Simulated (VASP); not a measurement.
Si11Ge5:

```
Ge Si
1.0
    11.01612    0.00000    0.00000
     0.00000   11.01612    0.00000
     0.00000    0.00000   11.01612
Ge Si
20 44
Cartesian
  0.0043 11.0033 0.0121
  10.9969 0.0112 5.4790
  5.5089 5.5034 0.0225
  1.4008 1.3357 6.8901
  2.7540 8.2853 10.9802
  8.2175 2.7200 5.5124
  8.2267 8.2697 10.9867
  9.6709 4.1097 6.8722
  9.6468 9.6467 1.3738
  9.5926 9.6384 6.8731
  2.7830 0.0230 8.2622
  8.2944 11.0108 2.7445
  8.2696 10.9956 8.2173
  9.6638 1.4312 4.1059
  9.6336 1.3935 9.6352
  9.6249 6.8909 9.6489
  0.0239 2.7565 8.2252
  11.0010 8.2412 8.2703
  1.3909 4.1416 9.6627
  1.3826 9.6521 9.6494
  0.0056 5.5371 0.0090
  0.0103 5.5150 5.4859
  5.5043 11.0135 0.0292
  5.5148 11.0014 5.5202
  5.5005 5.5338 5.4971
  1.3694 1.3865 1.3540
  1.3903 6.8876 1.3416
  1.3558 6.8986 6.9206
  6.9018 1.3778 1.3945
  6.8813 1.3826 6.8859
  6.8665 6.8742 1.3965
  6.8639 6.8585 6.8990
  2.7565 2.7774 11.0048
  2.7232 2.7733 5.4871
  2.7471 8.3292 5.5003
  8.2641 2.7761 0.0020
  8.2717 8.2268 5.5284
  4.1318 4.1320 1.3851
  4.1259 4.1470 6.8915
  4.1556 9.5965 1.3563
  4.1451 9.6238 6.9100
  9.6336 4.1429 1.3954
  2.7579 0.0038 2.7680
  2.7614 5.5309 2.7374
  2.7402 5.5218 8.2900
  8.2495 5.5350 2.7718
  8.2522 5.4871 8.2793
  4.1225 1.4098 4.1513
  4.1439 1.4033 9.5961
  4.1725 6.8831 4.1209
  4.1260 6.8907 9.6366
  9.6253 6.9069 4.1256
  0.0106 2.7819 2.7517
  11.0099 8.2844 2.7794
  5.5411 2.7741 2.7460
  5.5099 2.7376 8.2166
  5.5252 8.2492 2.7611
  5.4744 8.2498 8.2385
  1.3893 4.1423 4.0944
  1.3913 9.6422 4.1392
  6.9256 4.1162 4.1107
  6.8661 4.1230 9.6510
  6.8758 9.6352 4.1453
  6.8784 9.6509 9.6500
```

| Item | Value |
| --- | --- |
| Program | VASP 6.6.1 |
| Task | relaxation of volume and atoms at fixed shape |
| Functional | PBEsol |
| Potentials or basis | VASP PAW PBE potentials, release 64 (Ge_d, Si) |
| Cutoff | 550 eV |
| k mesh | 1 × 1 × 1, shifted |
| Occupations | fermi-dirac, width 0.05 eV |
| Spin | no spin polarisation |

At the start: pressure -0.1 GPa; volume 20.89 Å³/atom.

Q: How do energy, volume and symmetry change on relaxing?

A: Over 12 steps the energy falls by 14.5 meV/atom and the volume is 20.82 Å³/atom (-0.3 %); space group P1 (No. 1, to 0.1 Å) before and after.

Step by step:
```tsv
step	energy change (eV)	largest force (eV/Å)	pressure (GPa)	volume (Å³)
1	0.0000	1.2330	-0.12	1336.86
2	-0.6673	0.4092	-0.05	1333.76
3	-0.6905	0.5327	0.00	1333.05
4	-0.8447	0.2662	0.02	1332.45
5	-0.8864	0.2140	0.05	1331.94
6	-0.9140	0.0763	-0.04	1333.43
7	-0.9148	0.0786	-0.06	1333.71
8	-0.9205	0.0452	0.05	1332.01
9	-0.9208	0.0493	0.07	1331.55
10	-0.9234	0.0323	-0.03	1333.24
11	-0.9236	0.0326	-0.07	1333.79
12	-0.9251	0.0287	0.02	1332.52
```

Final structure:
```
CELL_PARAMETERS angstrom
11.00420 0.00000 0.00000
0.00000 11.00420 0.00000
0.00000 0.00000 11.00420
ATOMIC_POSITIONS crystal
Ge 0.00283 0.00369 0.00407
Ge 0.00249 0.99789 0.49569
Ge 0.49961 0.49923 0.00016
Ge 0.12987 0.12722 0.62147
Ge 0.25324 0.74818 0.00317
Ge 0.74473 0.25139 0.49865
Ge 0.74444 0.74938 0.00041
Ge 0.87471 0.38028 0.62298
Ge 0.87649 0.87228 0.12778
Ge 0.87083 0.87192 0.62088
Ge 0.25784 0.00116 0.74953
Ge 0.74506 0.99975 0.25019
Ge 0.74353 0.99978 0.74954
Ge 0.87680 0.12879 0.37097
Ge 0.87168 0.12786 0.87747
Ge 0.87283 0.62010 0.87541
Ge 0.00137 0.25259 0.74996
Ge 0.00137 0.74618 0.74714
Ge 0.12928 0.37868 0.87883
Ge 0.12687 0.87546 0.87471
Si 0.00010 0.50038 0.00467
Si 0.00237 0.50267 0.49669
Si 0.49924 0.00154 0.00095
Si 0.49843 0.99905 0.49893
Si 0.49858 0.50087 0.49906
Si 0.13011 0.12867 0.12829
Si 0.12513 0.62289 0.12824
Si 0.12879 0.62343 0.62109
Si 0.62218 0.12776 0.12396
Si 0.61857 0.12540 0.62382
Si 0.62343 0.62470 0.12972
Si 0.62344 0.62379 0.62469
Si 0.25359 0.24989 0.00258
Si 0.25336 0.25394 0.49593
Si 0.25169 0.74962 0.49847
Si 0.74718 0.25363 0.00280
Si 0.74573 0.74526 0.49685
Si 0.37406 0.37424 0.12755
Si 0.37584 0.37607 0.62404
Si 0.37805 0.87784 0.12773
Si 0.37789 0.87231 0.62220
Si 0.87454 0.37651 0.12600
Si 0.25208 0.00078 0.25053
Si 0.25103 0.50009 0.25065
Si 0.25269 0.50164 0.74730
Si 0.75002 0.50045 0.25087
Si 0.74528 0.49894 0.74899
Si 0.37632 0.12573 0.37465
Si 0.37859 0.12855 0.87804
Si 0.37503 0.62539 0.37487
Si 0.37596 0.62476 0.87181
Si 0.87527 0.62499 0.37471
Si 0.00356 0.25470 0.24739
Si 0.00254 0.74701 0.25270
Si 0.49909 0.25048 0.24984
Si 0.49862 0.25109 0.74950
Si 0.49894 0.75019 0.25147
Si 0.49958 0.74869 0.74807
Si 0.12657 0.37752 0.37397
Si 0.12935 0.87253 0.37199
Si 0.62155 0.37810 0.37256
Si 0.62483 0.37354 0.87355
Si 0.62186 0.87313 0.37709
Si 0.61808 0.87472 0.87530
```

Caveat: the PAW data sets were made with another functional, which shifts forces and pressure a little.
